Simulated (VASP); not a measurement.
The system is MnHg.

```xyz
2
Lattice="3.3150 0.0000 0.0000 0.0000 3.3150 0.0000 0.0000 0.0000 3.3150" Properties=species:S:1:pos:R:3 pbc="T T T"
Mn    1.6575    1.6575    1.6575
Hg    0.0000    0.0000    0.0000
```

Base run:

| Quantity | Value |
| --- | --- |
| Program | VASP 6.6.1 |
| Functional | r2SCAN |
| Potentials or basis | VASP PAW PBE potentials, release 64 (Mn_pv, Hg) |
| Cutoff | 550 eV |
| k mesh | 12 × 12 × 12 |
| Occupations | gaussian, width 0.1 eV |
| Spin | no spin polarisation |

Its results: band gap on the k mesh zero (an odd number of electrons rules out a gap without spin polarisation); pressure -18.0 GPa.

**Question.** The run is repeated on the same cell with these changes: functional from r2SCAN to PBE; cutoff from 550 eV to 500 eV. What comes out?

**Answer.** Band gap on the k mesh zero (an odd number of electrons rules out a gap without spin polarisation); pressure -14.5 GPa.

Caveats: the cell stands under tension; spin-orbit coupling is left out, which moves the levels of the heavy elements; the run has no spin polarisation, though such a crystal can be magnetic; the PAW data sets were made with another functional, which shifts forces and pressure a little (at least some runs).
